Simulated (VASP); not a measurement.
A run of VASP 6.6.1 is set up as follows.

Contents of INCAR:

```
SYSTEM = Cl
ALGO     = Normal         ! electronic algorithm
EDIFF    = 1E-7           ! SCF threshold, eV
ENCUT    = 520            ! plane-wave cutoff, eV
GGA      = PS             ! functional
ISIF     = 2              ! what is computed and relaxed
ISMEAR   = -1             ! smearing method
LASPH    = .TRUE.         ! aspherical terms in the spheres
LCHARG   = .TRUE.         ! write CHGCAR
LELF     = .TRUE.         ! ELF
LREAL    = .FALSE.        ! projectors in reciprocal space
LVHAR    = .TRUE.       
LWAVE    = .FALSE.        ! write WAVECAR
NBANDS   = 10             ! bands
NELM     = 60             ! most SCF steps
PREC     = Accurate       ! precision mode
SIGMA    = 0.08           ! smearing width, eV
```

Contents of KPOINTS:

```
k-points
0
G
  15 15 15
  0 0 0
```

Contents of POSCAR:

```
Cl
1.0
   -1.3412944886      1.3412944886      1.3412944886
    1.3412944886     -1.3412944886      1.3412944886
    1.3412944886      1.3412944886     -1.3412944886
Cl
1
Direct
    0.0000000000      0.0000000000      0.0000000000
```

Potentials or basis: VASP PAW PBE potentials, release 64 (Cl).

The run is started by

```bash
$ cat potpaw_PBE.64/Cl/POTCAR > POTCAR
$ mpirun -np 1 vasp_std > vasp.out
```

Q: Estimate the pressure.

A: 155.4 GPa.

Caveat: the PAW data sets were made with another functional, which shifts forces and pressure a little; an odd number of electrons without spin polarisation forces a metal; a magnetic or distorted state may lie lower.
